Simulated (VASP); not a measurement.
## InSb: single point with PBE

Crystal: InSb.

```
In Sb
1.0
     0.00000    3.23910    3.23910
     3.48203    0.00000    3.23910
     3.48203    3.23910    0.00000
In Sb
1 1
Direct
  0.00000 0.00000 0.00000
  0.75000 0.75000 0.75000
```

This cell differs from its parent crystal: strain +0.0750 x Voigt [1, 0, 0, 0, 0, 0].

```yaml
Program: VASP 6.6.1
Task: single point
Functional: PBE
Potentials_or_basis: VASP PAW PBE potentials, release 64 (In_d, Sb)
Cutoff: 520 eV
k_mesh: 12 × 12 × 12
Occupations: gaussian, width 0.15 eV
Spin: no spin polarisation
Dipole_correction: no
Further_INCAR_settings: ALGO = Normal; EDIFF = 1e-07; NBANDS = 16
```

```
Pressure               : -0.1 GPa
Band gap on the k mesh : zero (filled and empty bands touch)
```

Stress tensor (GPa, compression positive):
```
-1.52  0.00  0.00
 0.00  0.63  0.00
 0.00  0.00  0.63
```

Levels at points of the mesh, in eV from the Fermi level:
```csv
k point,band 7,band 8,band 9,band 10,band 11,band 12
"(0.00, 0.00, 0.00)",-0.83,-0.45,-0.08,-0.08,2.74,2.74
"(0.50, 0.00, 0.00)",-5.49,-1.32,-0.87,0.17,3.50,3.76
"(0.50, 0.50, 0.00)",-5.71,-2.35,-2.31,1.00,1.16,7.25
"(0.00, 0.50, 0.50)",-6.00,-1.99,-1.99,1.50,1.50,7.46
```

It took 67 s on 1 thread of Intel(R) Xeon(R) 6975P-C (Granite Rapids), on a shared host, peak memory 0.35 GiB.

Caveat: the cell differs from its parent crystal (strain +0.0750 x Voigt [1, 0, 0, 0, 0, 0]); semilocal functionals underestimate gaps, so a narrow gap can read as zero; spin-orbit coupling is left out, which moves the levels of the heavy elements.
